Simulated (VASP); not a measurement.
# AlIn3Sb4 (P1) in VASP: single point with PBE

Aim: the single point of AlIn3Sb4 with PBE.

Everything below comes from runs of VASP 6.6.1. Logs are shortened: lines on timing, memory, paths and dates and some standing lists are left out, and cuts for length are marked.

## 1. The cell of the first run

The typed cell holds 16 atoms: a = 7.830 Å, b = 7.830 Å, c = 9.041 Å, α = 90.00°, β = 106.78°, γ = 99.59°.

## 2. Single point, PBE

INCAR reads:

```
SYSTEM = AlIn3Sb4
  ALGO = Normal
  EDIFF = 1E-6
  ENCUT = 500
  GGA = PE
  GGA_COMPAT = .FALSE.
  ISIF = 2
  ISMEAR = 0
  LASPH = .TRUE.
  LCHARG = .FALSE.
  LREAL = .FALSE.
  LWAVE = .FALSE.
  NBANDS = 76
  NELM = 120
  PREC = Accurate
  SIGMA = 0.1
```

KPOINTS reads:

```
k-points
0
G
  4 4 2
  0 0 0
```

POSCAR reads:

```
AlIn3Sb4
1.0
   -3.1966250000     -6.3932500000     -3.1966250000
   -6.3932500000      3.1966250000      3.1966250000
    0.0000000000      6.3932500000     -6.3932500000
In Al Sb
6 2 8
Direct
    0.5000000000      0.2500000000      0.8750000000
    0.5000000000      0.2500000000      0.3750000000
    0.0000000000      0.0000000000      0.5000000000
    0.0000000000      0.0000000000      0.0000000000
    0.5000000000      0.7500000000      0.6250000000
    0.0000000000      0.5000000000      0.7500000000
    0.5000000000      0.7500000000      0.1250000000
    0.0000000000      0.5000000000      0.2500000000
    0.6250000000      0.4375000000      0.6562500000
    0.1250000000      0.1875000000      0.7812500000
    0.6250000000      0.4375000000      0.1562500000
    0.1250000000      0.1875000000      0.2812500000
    0.6250000000      0.9375000000      0.9062500000
    0.6250000000      0.9375000000      0.4062500000
    0.1250000000      0.6875000000      0.5312500000
    0.1250000000      0.6875000000      0.0312500000
```

Potentials or basis: VASP PAW PBE potentials, release 64 (In_d, Al, Sb).

Command:

```
cat potpaw_PBE.64/In_d/POTCAR potpaw_PBE.64/Al/POTCAR potpaw_PBE.64/Sb/POTCAR > POTCAR
mpirun -np 1 vasp_std > vasp.out
```

OUTCAR:

```text
SYSTEM = AlIn3Sb4
   EDIFF = 1E-6
   ENCUT = 500
   GGA = PE
   ISIF = 2
   ISMEAR = 0
   LASPH = .TRUE.
   LREAL = .FALSE.
   NELM = 120
   PREC = Accurate

 ion  position               nearest neighbor table
   1  0.500  0.250  0.875-   9 2.77  10 2.77  11 2.77  13 2.77
   2  0.500  0.250  0.375-   9 2.77  11 2.77  12 2.77  14 2.77
   3  0.000  0.000  0.500-  10 2.77  12 2.77  14 2.77  15 2.77
   4  0.000  0.000  0.000-  10 2.77  12 2.77  13 2.77  16 2.77
   5  0.500  0.750  0.625-  13 2.77  14 2.77  15 2.77   9 2.77
   6  0.000  0.500  0.750-   9 2.77  15 2.77  16 2.77  10 2.77
[... 8 lines left out ...]
  15  0.125  0.688  0.531-   5 2.77   6 2.77   8 2.77   3 2.77
  16  0.125  0.688  0.031-   6 2.77   7 2.77   8 2.77   4 2.77

  LATTYP: Found a triclinic cell.
 ALAT       =     9.0414208576
 B/A-ratio  =     2.1794494718
 C/A-ratio  =     2.5000000000
 COS(alpha) =     0.0229415734
 COS(beta)  =     0.6000000000
 COS(gamma) =     0.8029550685

  Lattice vectors:

 A1 = (   0.0000000000,  -6.3932500000,   6.3932500000)
 A2 = (  -3.1966250000,  -3.1966250000,  19.1797500000)
 A3 = (  -0.0000000000, -22.3763750000,  -3.1966250000)

Analysis of symmetry for initial positions (statically):
=====================================================================
 Subroutine PRICEL returns:
 Original cell was already a primitive cell.

 Routine SETGRP: Setting up the symmetry group for a
 triclinic supercell.

 Subroutine GETGRP returns: Found  1 space group operations
 (whereof  1 operations were pure point group operations)
 out of a pool of  2 trial point group operations.

The static configuration has the point symmetry C_1 .

Analysis of symmetry for dynamics (positions and initial velocities):
=====================================================================
 Subroutine PRICEL returns:
 Original cell was already a primitive cell.

 Routine SETGRP: Setting up the symmetry group for a
 triclinic supercell.

 Subroutine GETGRP returns: Found  1 space group operations
 (whereof  1 operations were pure point group operations)
 out of a pool of  2 trial point group operations.

The dynamic configuration has the point symmetry C_1 .

 Subroutine INISYM returns: Found  1 space group operations
 (whereof  1 operations are pure point group operations),
 and found     1 'primitive' translations

----------------------------------------------------------------------------------------

                                     Primitive cell

  volume of cell :     522.6309

  direct lattice vectors                    reciprocal lattice vectors
    -3.196625000 -6.393250000 -3.196625000    -0.078207484 -0.078207484 -0.078207484
    -6.393250000  3.196625000  3.196625000    -0.117311227  0.039103742  0.039103742
     0.000000000  6.393250000 -6.393250000    -0.019551871  0.058655613 -0.097759356

  length of vectors
     7.830100149  7.830100149  9.041420858     0.135459337  0.129692441  0.115670429

  position of ions in fractional coordinates (direct lattice)
     0.500000000  0.250000000  0.875000000
     0.500000000  0.250000000  0.375000000
     0.000000000  0.000000000  0.500000000
     0.000000000  0.000000000  0.000000000
     0.500000000  0.750000000  0.625000000
     0.000000000  0.500000000  0.750000000
[... 8 lines left out ...]
     0.125000000  0.687500000  0.531250000
     0.125000000  0.687500000  0.031250000

  ion indices of the primitive-cell ions
   primitive index   ion index
                 1           1
                 2           2
                 3           3
                 4           4
                 5           5
                 6           6
[... 8 lines left out ...]
                15          15
                16          16

----------------------------------------------------------------------------------------

 KPOINTS: k-points

Automatic generation of k-mesh.
 Grid dimensions read from file:
 generate k-points for:    4    4    2

 Generating k-lattice:

  Cartesian coordinates                     Fractional coordinates (reciprocal lattice)
    -0.019551871 -0.019551871 -0.019551871     0.250000000  0.000000000  0.000000000
    -0.029327807  0.009775936  0.009775936    -0.000000000  0.250000000  0.000000000
    -0.009775936  0.029327807 -0.048879678     0.000000000  0.000000000  0.500000000

  Length of vectors
     0.033864834  0.032423110  0.057835215

  Shift w.r.t. Gamma in fractional coordinates (k-lattice)
     0.000000000  0.000000000  0.000000000

 -----------------------------------------------------------------------------
|                                                                             |
|           W    W    AA    RRRRR   N    N  II  N    N   GGGG   !!!           |
|           W    W   A  A   R    R  NN   N  II  NN   N  G    G  !!!           |
|           W    W  A    A  R    R  N N  N  II  N N  N  G       !!!           |
|           W WW W  AAAAAA  RRRRR   N  N N  II  N  N N  G  GGG   !            |
|           WW  WW  A    A  R   R   N   NN  II  N   NN  G    G                |
|           W    W  A    A  R    R  N    N  II  N    N   GGGG   !!!           |
|                                                                             |
|     Your reciprocal lattice and k-lattice belong to different lattice       |
|     classes:                                                                |
|                                                                             |
|        The reciprocal lattice is triclinic,                                 |
|        whereas your k-lattice is base-centered monoclinic.                  |
|                                                                             |
|     Results are often still useful ...                                      |
|                                                                             |
 -----------------------------------------------------------------------------

 Subroutine IBZKPT returns following result:
 ===========================================

 Found     20 irreducible k-points:

 Following reciprocal coordinates:
            Coordinates               Weight
  0.000000  0.000000  0.000000      1.000000
  0.250000  0.000000  0.000000      2.000000
  0.500000  0.000000  0.000000      1.000000
 -0.000000  0.250000  0.000000      2.000000
  0.250000  0.250000  0.000000      2.000000
  0.500000  0.250000  0.000000      2.000000
[... 12 lines left out ...]
  0.250000  0.500000  0.500000      2.000000
  0.500000  0.500000  0.500000      1.000000
   k-points           NKPTS =     20   k-points in BZ     NKDIM =     20   number of bands    NBANDS=     76
   number of dos      NEDOS =    301   number of ions     NIONS =     16
   total plane-waves  NPLWV = 252000
   dimension x,y,z NGX =    60 NGY =   60 NGZ =   70
   dimension x,y,z NGXF=   120 NGYF=  120 NGZF=  140
   ions per type =               6   2   8
   NGX,Y,Z   is equivalent  to a cutoff of  12.74, 12.74, 12.87 a.u.
   NGXF,Y,Z  is equivalent  to a cutoff of  25.48, 25.48, 25.74 a.u.
 SYSTEM =  AlIn3Sb4
   PREC   = accura    normal or accurate (medium, high low for compatibility)
   ISTART =      0    job   : 0-new  1-cont  2-samecut
   ICHARG =      2    charge: 1-file 2-atom 10-const
   ISPIN  =      1    spin polarized calculation?
   LNONCOLLINEAR =      F non collinear calculations
   LSORBIT =      F    spin-orbit coupling
   LASPH  =      T    aspherical Exc in radial PAW
   ENCUT  =  500.0 eV  36.75 Ry    6.06 a.u.  14.28 14.28 16.48*2*pi/ulx,y,z
   NELM   =    120;   NELMIN=  2; NELMDL= -5     # of ELM steps
   EDIFF  = 0.1E-05   stopping-criterion for ELM
   LREAL  =      F    real-space projection
   EDIFFG = 0.1E-04   stopping-criterion for IOM
   NSW    =      0    number of steps for IOM
   IBRION =     -1    ionic relax: 0-MD 1-quasi-New 2-CG
   NFREE  =      0    steps in history (QN), initial steepest desc. (CG)
   ISIF   =      2    stress and relaxation
   ISYM   =      2    0-nonsym 1-usesym 2-fastsym
   POTIM  = 0.5000    time-step for ionic-motion
   TEBEG  =    0.0;   TEEND  =   0.0 temperature during run
   PSTRESS=    0.0 pullay stress
   NELECT =     124.0000    total number of electrons
   NUPDOWN=      -1.0000    fix difference up-down
   EMIN   =  10.00;   EMAX   =-10.00  energy-range for DOS
   EFERMI =   0.00;   METHOD = LEGACY
   ISMEAR =     0;   SIGMA  =   0.10  broadening in eV -4-tet -1-fermi 0-gaus
   EFERMI_NEDOS =   21; number of points for ismear=-14 and -15
   IALGO  =     38    algorithm
   IMIX   =      4    mixing-type and parameters
     AMIX     =   0.40;   BMIX     =  1.00
     AMIX_MAG =   1.60;   BMIX_MAG =  1.00
  volume/ion in A,a.u.               =      32.66       220.43
  Fermi-wavevector in a.u.,A,eV,Ry     =   1.013484  1.915208 13.975231  1.027150
  Thomas-Fermi vector in A             =   2.146656
   LORBIT       =      0    0 simple, 1 ext, 2 COOP (PROOUT), +10 PAW based schemes
   GGA     = PE    functional components
   LHFCALC =     F    Hartree Fock is set to
   AEXX    =    0.0000 exact exchange contribution
   IVDW    =     0    specifies the selected vdW correction
   LEPSILON=     F    determine dielectric tensor
   LRPA    =     F    only Hartree local field effects (RPA)
 non-spin polarized calculation
 Gauss-broadening in eV      SIGMA  =   0.10
  energy-cutoff  :      500.00
  volume of cell :      522.63
 maximum number of plane-waves:     13292
 NGX is ok and might be reduce to    60
   NGX = 29   NGY = 29   NGZ = 33

 number of electron     123.9999982 magnetization

 Free energy of the ion-electron system (eV)
  ---------------------------------------------------
  ext. energy  EPLUGINS =         0.00000000
  ---------------------------------------------------
  free energy    TOTEN  =       -57.15910770 eV

  energy without entropy =      -57.15713892  energy(sigma->0) =      -57.15812331

 E-fermi :   5.2076     XC(G=0):  -8.6844

 val. band max:        5.0853853047   @ k =   0.0000   0.0000   0.0000
 cond. band min:       5.2922671836   @ k =   0.0000   0.0000   0.0000
 fundamental gap:      0.2068818789
 Fermi energy:         5.2075996172

 k-point     1 :       0.0000    0.0000    0.0000
  band No.  band energies     occupation
      1      -9.6058      2.00000
      2      -9.6009      2.00000
      3      -9.5859      2.00000
      4      -9.5793      2.00000
      5      -9.5756      2.00000
      6      -9.5630      2.00000
[... 66 lines left out ...]
     73       8.0478      0.00000
     74       8.4497      0.00000

 k-point     2 :       0.2500    0.0000    0.0000
  band No.  band energies     occupation
      1      -9.6068      2.00000
      2      -9.6022      2.00000
      3      -9.5855      2.00000
      4      -9.5812      2.00000
      5      -9.5710      2.00000
      6      -9.5637      2.00000
[... 66 lines left out ...]
     73       8.4668      0.00000
     74       8.6121      0.00000

 k-point     3 :       0.5000    0.0000    0.0000
  band No.  band energies     occupation
      1      -9.6088      2.00000
      2      -9.6028      2.00000
      3      -9.5871      2.00000
      4      -9.5755      2.00000
      5      -9.5693      2.00000
      6      -9.5670      2.00000
[... 1298 lines left out ...]
     73       8.1728      0.00000
     74       8.3631      0.00000

 k-point    20 :       0.5000    0.5000    0.5000
  band No.  band energies     occupation
      1      -9.6038      2.00000
      2      -9.5956      2.00000
      3      -9.5893      2.00000
      4      -9.5819      2.00000
      5      -9.5713      2.00000
      6      -9.5616      2.00000
[... 66 lines left out ...]
     73       7.9122      0.00000
     74       7.9328      0.00000
 [bands above 74 left out]

------------------------ aborting loop because EDIFF is reached ----------------------------------------

  FORCE on cell =-STRESS in cart. coord.  units (eV):
  Direction    XX          YY          ZZ          XY          YZ          ZX
  --------------------------------------------------------------------------------------
  -------------------------------------------------------------------------------------
  Total        9.7199877     10.8303965     10.8251713     -0.0126816     -0.7468317     -0.0242615
  in kB       29.7975969     33.2016664     33.1856481     -0.0388768     -2.2894876     -0.0743762
  external PRESSURE =      32.0616371 kB  Pullay stress =       0.0000000 kB

 VOLUME and BASIS-vectors are now :
 -----------------------------------------------------------------------------
  energy-cutoff  :      500.00
  volume of cell :      522.63
      direct lattice vectors                 reciprocal lattice vectors
    -3.196625000 -6.393250000 -3.196625000    -0.078207484 -0.078207484 -0.078207484
    -6.393250000  3.196625000  3.196625000    -0.117311227  0.039103742  0.039103742
     0.000000000  6.393250000 -6.393250000    -0.019551871  0.058655613 -0.097759356

 POSITION                                       TOTAL-FORCE (eV/Angst)
 -----------------------------------------------------------------------------------
     -3.19663      3.19663     -6.39325        -0.007019      0.001489      0.006540
     -3.19663      0.00000     -3.19663        -0.013451      0.011129      0.006217
      0.00000      3.19663     -3.19663         0.003660     -0.002894      0.017588
      0.00000      0.00000      0.00000        -0.008886      0.013098     -0.007192
     -6.39325      3.19663     -3.19663         0.031247     -0.007329      0.007142
     -3.19663      6.39325     -3.19662         0.022492     -0.007588      0.003375
[... 8 lines left out ...]
     -4.79494      4.79494     -1.59831         0.524495     -0.523578      0.521617
     -4.79494      1.59831      1.59831        -0.004270     -0.008131     -1.051906
 -----------------------------------------------------------------------------------
    total drift:                                0.000034      0.000041      0.000047

  FREE ENERGIE OF THE ION-ELECTRON SYSTEM (eV)
  ---------------------------------------------------
  free  energy   TOTEN  =       -57.1591077032 eV

  energy  without entropy=      -57.1571389161  energy(sigma->0) =      -57.15812331
```

Wall time 20 min (1 thread of Intel Xeon Platinum 8259CL at 2.50GHz (Skylake/Cascade Lake), shared host); peak memory 0.92 GiB.

Results:

```yaml
Free_energy: -57.1591 eV
Pressure: 3.2 GPa
Largest_force: 1.059 eV/Å
Band_gap_on_the_k_mesh: 0.21 eV
```

Forces on the atoms (eV/Å):
```
In  -0.007  0.001  0.007
In  -0.013  0.011  0.006
In   0.004 -0.003  0.018
In  -0.009  0.013 -0.007
In   0.031 -0.007  0.007
In   0.022 -0.008  0.003
Al  -0.005 -0.001 -0.014
Al  -0.008  0.002 -0.013
Sb   0.004 -0.003 -0.009
Sb   0.007 -0.001 -0.001
Sb  -1.059 -0.004  0.001
Sb  -0.535  0.528  0.528
Sb   0.528  0.522 -0.520
Sb   0.520 -0.519  0.524
Sb   0.524 -0.524  0.522
Sb  -0.004 -0.008 -1.052
```

Stress tensor (GPa, compression positive):
```
 2.98  0.00 -0.01
 0.00  3.32 -0.23
-0.01 -0.23  3.32
```

Caveat: the cell stands under pressure; spin-orbit coupling is left out, which moves the levels of the heavy elements; forces of over 1 eV/Å act on the atoms, so gaps and moduli don't describe the material at rest.
